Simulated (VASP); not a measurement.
# SiO2 (P6_422) in VASP: notebook

The runs below take SiO2 through single point, with PBEsol.

Program: VASP 6.6.1. These are calculated values, not measurements. Logs are shortened: lines on timing, memory, paths and dates and some standing lists are left out, and cuts for length are marked.

### 1 The cell of the first run

It takes space group P6_422 (No. 181, hexagonal). Conventional cell: a = 5.156 Å, b = 5.156 Å, c = 5.558 Å, α = 90.00°, β = 90.00°, γ = 120.00°. Within 2.2 Å of Si (site symmetry 222) lie 4 O at 1.63 Å. O (site symmetry 2) has 2 Si at 1.63 Å within 2.2 Å.

### 2 Single point, PBEsol (strain +0.0150 x Voigt [1, 1, 0, 0, 0, 0])

Input file INCAR:

```
ALGO = Normal
EDIFF = 1E-6
ENCUT = 520
GGA = PS
ISIF = 2
ISMEAR = 0
LASPH = True
LCHARG = False
LREAL = False
LWAVE = False
NBANDS = 34
NELM = 80
PREC = Accurate
SIGMA = 0.05
```

Input file KPOINTS:

```
k-points
0
Gamma
  6 6 4
```

Input file POSCAR:

```
SiO2
1.0
    5.1564260754      0.0000000000      0.0000000000
   -2.5782130377      4.4655959741      0.0000000000
    0.0000000000      0.0000000000      5.5583697557
Si O
3 6
Direct
    0.0000000000      0.5000000000      0.3333333333
    0.5000000000      0.5000000000      0.6666666667
    0.5000000000      0.0000000000      0.0000000000
    0.5845091965      0.7922545982      0.8333333333
    0.7922545982      0.5845091965      0.5000000000
    0.7922545982      0.2077454018      0.1666666667
    0.4154908035      0.2077454018      0.8333333333
    0.2077454018      0.4154908035      0.5000000000
    0.2077454018      0.7922545982      0.1666666667
```

Potentials or basis: VASP PAW PBE potentials, release 64 (Si, O).

Started as:

```sh
cat potpaw_PBE.64/Si/POTCAR potpaw_PBE.64/O/POTCAR > POTCAR
mpirun -np 1 vasp_std > vasp.out
```

OUTCAR:

```text
EDIFF = 1E-6
   ENCUT = 520
   GGA = PS
   ISIF = 2
   ISMEAR = 0
   LASPH = True
   LREAL = False
   NELM = 80
   PREC = Accurate

 ion  position               nearest neighbor table
   1  0.000  0.500  0.333-   6 1.63   9 1.63   8 1.63   5 1.63
   2  0.500  0.500  0.667-   4 1.63   7 1.63   5 1.63   8 1.63
   3  0.500  0.000  0.000-   6 1.63   9 1.63   7 1.63   4 1.63
   4  0.585  0.792  0.833-   2 1.63   3 1.63
   5  0.792  0.585  0.500-   2 1.63   1 1.63
   6  0.792  0.208  0.167-   1 1.63   3 1.63
   7  0.415  0.208  0.833-   2 1.63   3 1.63
   8  0.208  0.415  0.500-   2 1.63   1 1.63
   9  0.208  0.792  0.167-   1 1.63   3 1.63

  LATTYP: Found a hexagonal cell.
 ALAT       =     5.1564260754
 C/A-ratio  =     1.0779500519

  Lattice vectors:

 A1 = (   5.1564260754,   0.0000000000,   0.0000000000)
 A2 = (  -2.5782130377,   4.4655959741,   0.0000000000)
 A3 = (   0.0000000000,   0.0000000000,   5.5583697557)

Analysis of symmetry for initial positions (statically):
=====================================================================
 Subroutine PRICEL returns:
 Original cell was already a primitive cell.

 Routine SETGRP: Setting up the symmetry group for a
 hexagonal supercell.

 Subroutine GETGRP returns: Found 12 space group operations
 (whereof  4 operations were pure point group operations)
 out of a pool of 24 trial point group operations.

The static configuration has the point symmetry D_2 .
 The point group associated with its full space group is D_6 .

Analysis of symmetry for dynamics (positions and initial velocities):
=====================================================================
 Subroutine PRICEL returns:
 Original cell was already a primitive cell.

 Routine SETGRP: Setting up the symmetry group for a
 hexagonal supercell.

 Subroutine GETGRP returns: Found 12 space group operations
 (whereof  4 operations were pure point group operations)
 out of a pool of 24 trial point group operations.

The dynamic configuration has the point symmetry D_2 .
 The point group associated with its full space group is D_6 .

 Subroutine INISYM returns: Found 12 space group operations
 (whereof  4 operations are pure point group operations),
 and found     1 'primitive' translations

----------------------------------------------------------------------------------------

                                     Primitive cell

  volume of cell :     127.9899

  direct lattice vectors                    reciprocal lattice vectors
     5.156426075  0.000000000  0.000000000     0.193932772  0.111967138  0.000000000
    -2.578213038  4.465595974  0.000000000     0.000000000  0.223934276  0.000000000
     0.000000000  0.000000000  5.558369756     0.000000000  0.000000000  0.179908866

  length of vectors
     5.156426075  5.156426075  5.558369756     0.223934276  0.223934276  0.179908866

  position of ions in fractional coordinates (direct lattice)
     1.000000000  0.500000000  0.333333333
     0.500000000  0.500000000  0.666666667
     0.500000000  0.000000000  0.000000000
     0.584509197  0.792254598  0.833333333
     0.792254598  0.584509197  0.500000000
     0.792254598  0.207745402  0.166666667
     0.415490803  0.207745402  0.833333333
     0.207745402  0.415490803  0.500000000
     0.207745402  0.792254598  0.166666667

  ion indices of the primitive-cell ions
   primitive index   ion index
                 1           1
                 2           2
                 3           3
                 4           4
                 5           5
                 6           6
                 7           7
                 8           8
                 9           9

----------------------------------------------------------------------------------------

 KPOINTS: k-points

Automatic generation of k-mesh.
 Grid dimensions read from file:
 generate k-points for:    6    6    4

 Generating k-lattice:

  Cartesian coordinates                     Fractional coordinates (reciprocal lattice)
     0.032322129  0.018661190  0.000000000     0.166666667 -0.000000000  0.000000000
     0.000000000  0.037322379  0.000000000     0.000000000  0.166666667  0.000000000
     0.000000000  0.000000000  0.044977217     0.000000000  0.000000000  0.250000000

  Length of vectors
     0.037322379  0.037322379  0.044977217

  Shift w.r.t. Gamma in fractional coordinates (k-lattice)
     0.000000000  0.000000000  0.000000000

 Subroutine IBZKPT returns following result:
 ===========================================

 Found     21 irreducible k-points:

 Following reciprocal coordinates:
            Coordinates               Weight
  0.000000  0.000000  0.000000      1.000000
  0.166667 -0.000000  0.000000      6.000000
  0.333333  0.000000  0.000000      6.000000
  0.500000 -0.000000  0.000000      3.000000
  0.166667  0.166667  0.000000      6.000000
  0.333333  0.166667  0.000000     12.000000
[... 13 lines left out ...]
  0.333333  0.166667  0.500000     12.000000
  0.333333  0.333333  0.500000      2.000000
   k-points           NKPTS =     21   k-points in BZ     NKDIM =     21   number of bands    NBANDS=     34
   number of dos      NEDOS =    301   number of ions     NIONS =      9
   total plane-waves  NPLWV =  67200
   dimension x,y,z NGX =    40 NGY =   40 NGZ =   42
   dimension x,y,z NGXF=    80 NGYF=   80 NGZF=   84
   ions per type =               3   6
   NGX,Y,Z   is equivalent  to a cutoff of  12.90, 12.90, 12.56 a.u.
   NGXF,Y,Z  is equivalent  to a cutoff of  25.79, 25.79, 25.12 a.u.
 SYSTEM =  unknown system
   PREC   = accura    normal or accurate (medium, high low for compatibility)
   ISTART =      0    job   : 0-new  1-cont  2-samecut
   ICHARG =      2    charge: 1-file 2-atom 10-const
   ISPIN  =      1    spin polarized calculation?
   LNONCOLLINEAR =      F non collinear calculations
   LSORBIT =      F    spin-orbit coupling
   LASPH  =      T    aspherical Exc in radial PAW
   ENCUT  =  520.0 eV  38.22 Ry    6.18 a.u.   9.59  9.59 10.33*2*pi/ulx,y,z
   NELM   =     80;   NELMIN=  2; NELMDL= -5     # of ELM steps
   EDIFF  = 0.1E-05   stopping-criterion for ELM
   LREAL  =      F    real-space projection
   EDIFFG = 0.1E-04   stopping-criterion for IOM
   NSW    =      0    number of steps for IOM
   IBRION =     -1    ionic relax: 0-MD 1-quasi-New 2-CG
   NFREE  =      0    steps in history (QN), initial steepest desc. (CG)
   ISIF   =      2    stress and relaxation
   ISYM   =      2    0-nonsym 1-usesym 2-fastsym
   POTIM  = 0.5000    time-step for ionic-motion
   TEBEG  =    0.0;   TEEND  =   0.0 temperature during run
   PSTRESS=    0.0 pullay stress
   NELECT =      48.0000    total number of electrons
   NUPDOWN=      -1.0000    fix difference up-down
   EMIN   =  10.00;   EMAX   =-10.00  energy-range for DOS
   EFERMI =   0.00;   METHOD = LEGACY
   ISMEAR =     0;   SIGMA  =   0.05  broadening in eV -4-tet -1-fermi 0-gaus
   EFERMI_NEDOS =   21; number of points for ismear=-14 and -15
   IALGO  =     38    algorithm
   IMIX   =      4    mixing-type and parameters
     AMIX     =   0.40;   BMIX     =  1.00
     AMIX_MAG =   1.60;   BMIX_MAG =  1.00
  volume/ion in A,a.u.               =      14.22        95.97
  Fermi-wavevector in a.u.,A,eV,Ry     =   1.180583  2.230979 18.963491  1.393777
  Thomas-Fermi vector in A             =   2.316873
   LORBIT       =      0    0 simple, 1 ext, 2 COOP (PROOUT), +10 PAW based schemes
   GGA     = PS    functional components
   LHFCALC =     F    Hartree Fock is set to
   AEXX    =    0.0000 exact exchange contribution
   IVDW    =     0    specifies the selected vdW correction
   LEPSILON=     F    determine dielectric tensor
   LRPA    =     F    only Hartree local field effects (RPA)
 non-spin polarized calculation
 Gauss-broadening in eV      SIGMA  =   0.05
  energy-cutoff  :      520.00
  volume of cell :      127.99
 maximum number of plane-waves:      3500
 NGX is ok and might be reduce to    40
   NGX = 19   NGY = 19   NGZ = 21

 number of electron      47.9999996 magnetization

 Free energy of the ion-electron system (eV)
  ---------------------------------------------------
  ext. energy  EPLUGINS =         0.00000000
  ---------------------------------------------------
  free energy    TOTEN  =       -73.91170842 eV

  energy without entropy =      -73.91170842  energy(sigma->0) =      -73.91170842

 E-fermi :   0.4654     XC(G=0):  -8.7328

 val. band max:        0.1568649183   @ k =   0.5000  -0.0000   0.0000
 cond. band min:       5.5192279772   @ k =   0.0000   0.0000   0.0000
 fundamental gap:      5.3623630589
 Fermi energy:         0.4654114709

 k-point     1 :       0.0000    0.0000    0.0000
  band No.  band energies     occupation
      1     -18.9820      2.00000
      2     -17.5612      2.00000
      3     -17.5612      2.00000
      4     -17.0098      2.00000
      5     -16.9808      2.00000
      6     -16.9808      2.00000
[... 26 lines left out ...]
     33      12.5838      0.00000
     34      12.5840      0.00000

 k-point     2 :       0.1667   -0.0000    0.0000
  band No.  band energies     occupation
      1     -18.9112      2.00000
      2     -17.6679      2.00000
      3     -17.5617      2.00000
      4     -17.0026      2.00000
      5     -16.9850      2.00000
      6     -16.9796      2.00000
[... 26 lines left out ...]
     33      12.3984      0.00000
     34      12.8870      0.00000
[... 664 lines left out ...]
     33      11.0052      0.00000
     34      11.4041      0.00000

 k-point    21 :       0.3333    0.3333    0.5000
  band No.  band energies     occupation
      1     -18.5098      2.00000
      2     -17.8765      2.00000
      3     -17.8765      2.00000
      4     -17.0098      2.00000
      5     -16.9848      2.00000
      6     -16.9848      2.00000
[... 26 lines left out ...]
     33      11.3021      0.00000
     34      11.3530      0.00000

------------------------ aborting loop because EDIFF is reached ----------------------------------------

  FORCE on cell =-STRESS in cart. coord.  units (eV):
  Direction    XX          YY          ZZ          XY          YZ          ZX
  --------------------------------------------------------------------------------------
  -------------------------------------------------------------------------------------
  Total       -3.9425822     -3.9425822     -3.0618687     -0.0000000      0.0000000      0.0000000
  in kB      -49.3532419    -49.3532419    -38.3284705     -0.0000000      0.0000000      0.0000000
  external PRESSURE =     -45.6783181 kB  Pullay stress =       0.0000000 kB

 VOLUME and BASIS-vectors are now :
 -----------------------------------------------------------------------------
  energy-cutoff  :      520.00
  volume of cell :      127.99
      direct lattice vectors                 reciprocal lattice vectors
     5.156426075  0.000000000  0.000000000     0.193932772  0.111967138  0.000000000
    -2.578213038  4.465595974  0.000000000     0.000000000  0.223934276  0.000000000
     0.000000000  0.000000000  5.558369756     0.000000000  0.000000000  0.179908866

 POSITION                                       TOTAL-FORCE (eV/Angst)
 -----------------------------------------------------------------------------------
     -1.28911      2.23280      1.85279        -0.000000     -0.000000      0.000000
      1.28911      2.23280      3.70558        -0.000000     -0.000000     -0.000000
      2.57821      0.00000      0.00000        -0.000000     -0.000000      0.000000
      0.97138      3.53789      4.63197        -0.197904     -0.114260      0.000000
      2.57821      2.61018      2.77918        -0.000000     -0.228520      0.000000
      3.54959      0.92771      0.92639        -0.197904      0.114260     -0.000000
      1.60684      0.92771      4.63197         0.197904      0.114260      0.000000
      0.00000      1.85541      2.77918        -0.000000      0.228520      0.000000
     -0.97138      3.53789      0.92639         0.197904     -0.114260     -0.000000
 -----------------------------------------------------------------------------------
    total drift:                                0.000000     -0.000000     -0.000001

  FREE ENERGIE OF THE ION-ELECTRON SYSTEM (eV)
  ---------------------------------------------------
  free  energy   TOTEN  =       -73.9117084239 eV

  energy  without entropy=      -73.9117084239  energy(sigma->0) =      -73.91170842
```

It took 36 s on 1 thread of Intel Xeon 6975P-C (Granite Rapids), shared host; peak memory 0.26 GiB.

Results:

```yaml
Free_energy: -73.9117 eV
Pressure: -4.6 GPa
Largest_force: 0.229 eV/Å
Band_gap_on_the_k_mesh: 5.36 eV, indirect (least direct gap 5.57 eV)
```

Forces in eV/Å, atoms in the order of the input:
```
Si   0.000  0.000  0.000
Si   0.000  0.000  0.000
Si   0.000  0.000  0.000
O   -0.198 -0.114  0.000
O    0.000 -0.229  0.000
O   -0.198  0.114  0.000
O    0.198  0.114  0.000
O    0.000  0.229  0.000
O    0.198 -0.114  0.000
```

Stress tensor (GPa, compression positive):
```
-4.94  0.00  0.00
 0.00 -4.94  0.00
 0.00  0.00 -3.83
```

Levels at points of the mesh, in eV from the valence-band top:
```csv
k point,band 20,band 21,band 22,band 23,band 24,band 25,band 26,band 27,band 28,band 29
"(0.00, 0.00, 0.00)",-0.94,-0.94,-0.44,-0.44,-0.21,5.36,8.63,8.63,8.89,8.89
"(0.50, 0.00, 0.00)",-1.11,-1.11,-0.93,-0.32,0.00,7.36,8.20,9.26,9.30,9.32
"(0.00, 0.00, 0.50)",-1.73,-1.14,-0.26,-0.01,-0.01,7.20,7.20,8.23,9.50,9.50
"(0.50, 0.00, 0.50)",-1.24,-0.88,-0.69,-0.65,-0.35,7.95,8.65,9.06,9.20,9.56
```

Caveat: the cell differs from its parent crystal (strain +0.0150 x Voigt [1, 1, 0, 0, 0, 0]); the PAW data sets were made with another functional, which shifts forces and pressure a little. A k mesh can miss the band edges.

### 3 Single point, PBEsol (strain +0.0300 x Voigt [1, 1, 0, 0, 0, 0])

Input file INCAR:

```
SYSTEM = SiO2
ALGO = Normal
EDIFF = 1E-6
ENCUT = 520
GGA = PS
ISIF = 2
ISMEAR = 0
LASPH = .TRUE.
LCHARG = .FALSE.
LREAL = .FALSE.
LWAVE = .FALSE.
NBANDS = 34
NELM = 80
PREC = Accurate
SIGMA = 0.05
```

Input file KPOINTS:

```
k-points
0
G
  6 6 4
  0 0 0
```

POSCAR, as its differences from that of step 2:

```diff
@@ -2,4 +2,4 @@
 1.0
-    5.1564260754      0.0000000000      0.0000000000
-   -2.5782130377      4.4655959741      0.0000000000
+    5.2326294164      0.0000000000      0.0000000000
+   -2.6163147082      4.5315900032      0.0000000000
     0.0000000000      0.0000000000      5.5583697557
```

Potentials or basis: VASP PAW PBE potentials, release 64 (Si, O).

Started as:

```sh
cat potpaw_PBE.64/Si/POTCAR potpaw_PBE.64/O/POTCAR > POTCAR
mpirun -np 1 vasp_std > vasp.out
```

Run time: 42 s. Hardware: 1 thread of Intel Xeon 6975P-C (Granite Rapids), shared host; peak memory 0.27 GiB.

It converged, with:

| Quantity | Value |
| --- | --- |
| Free energy | -73.7400 eV |
| Pressure | -9.0 GPa |
| Largest force | 0.437 eV/Å |
| Band gap on the k mesh | 5.14 eV, indirect (least direct gap 5.38 eV) |

Forces in eV/Å, atoms in the order of the input:
```
Si   0.000  0.000  0.000
Si   0.000  0.000  0.000
Si   0.000  0.000  0.000
O   -0.379 -0.219  0.000
O    0.000 -0.437  0.000
O   -0.379  0.219  0.000
O    0.379  0.219  0.000
O    0.000  0.437  0.000
O    0.379 -0.219  0.000
```

Stress tensor (GPa, compression positive):
```
-9.78  0.00  0.00
 0.00 -9.78  0.00
 0.00  0.00 -7.56
```

Levels at points of the mesh, in eV from the valence-band top:
```tsv
k point	band 20	band 21	band 22	band 23	band 24	band 25	band 26	band 27	band 28	band 29
(0.00, 0.00, 0.00)	-0.90	-0.90	-0.42	-0.42	-0.24	5.14	8.45	8.45	8.71	8.71
(0.50, 0.00, 0.00)	-1.08	-1.06	-0.89	-0.30	0.00	7.11	7.94	9.03	9.09	9.16
(0.00, 0.00, 0.50)	-1.65	-1.13	-0.24	-0.03	-0.03	6.98	6.98	8.13	9.37	9.37
(0.50, 0.00, 0.50)	-1.17	-0.84	-0.66	-0.62	-0.35	7.52	8.35	8.96	9.06	9.42
```

Caveat: the cell differs from its parent crystal (strain +0.0300 x Voigt [1, 1, 0, 0, 0, 0]); the PAW data sets were made with another functional, which shifts forces and pressure a little. A k mesh can miss the band edges.
